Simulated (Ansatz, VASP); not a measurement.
## Tl: VASP beside Ansatz

The input INCAR:

```
SYSTEM = Tl
PREC = Accurate
ENCUT = 520
EDIFF = 1E-7
ISMEAR = -1
SIGMA = 0.1
LREAL = .False.
LASPH = .True.
NELM = 80
ALGO = Normal
ISIF = 2
LWAVE = .False.
LCHARG = .True.
GGA = PS
LELF = .True.
LVHAR = .True.
NBANDS = 20
```

KPOINTS

```
Automatic mesh
0
Gamma
  10 10 10
  0 0 0
```

File POSCAR:

```
Tl
1.0
    0.0000000000      3.2575461766      3.2575461766
    3.2575461766      0.0000000000      3.2575461766
    3.2575461766      3.2575461766      0.0000000000
Tl
2
Direct
   -0.1250000000     -0.1250000000     -0.1250000000
    0.1250000000      0.1250000000      0.1250000000
```

Input for Ansatz:

```yaml
crystal:
  lattice:
    - [0.0, 3.2575461766, 3.2575461766]
    - [3.2575461766, 0.0, 3.2575461766]
    - [3.2575461766, 3.2575461766, 0.0]
  atoms:
    - { symbol: Tl, position: [-0.125, -0.125, -0.125] }
    - { symbol: Tl, position: [0.125, 0.125, 0.125] }
kpoints:
  mp_grid: { grid: [10, 10, 10] }
scf:
  occupations: { method: fermi_dirac, width: 0.1 }
hamiltonian:
  xc: pbesol
  pseudopotentials: { kind: all_electron, lapw: { basis_error: 0.001 } }
output:
  forces: true
  stress: true
  eigenvalues: true
  populations: true
```

Change from the starting cell: volume scaled by 0.85, LAPW.

Alike in both runs: task single point; functional PBEsol; k mesh 10 × 10 × 10; occupations fermi-dirac, width 0.1 eV; no spin polarisation.

```csv
,VASP,Ansatz
version,VASP 6.6.1,Ansatz 0.2.0
potentials or method,"VASP PAW PBE potentials, release 64 (Tl_d), cutoff 520 eV","all-electron LAPW, scalar-relativistic"
```

|  | VASP | Ansatz | Ansatz less VASP |
| --- | --- | --- | --- |
| pressure (GPa) | 4.8 | 4.8 | +0.04 |

VASP's potentials were made for PBE, not for PBEsol. Ansatz ran all-electron here, and VASP with PAW potentials.

Spin-orbit coupling is off throughout.
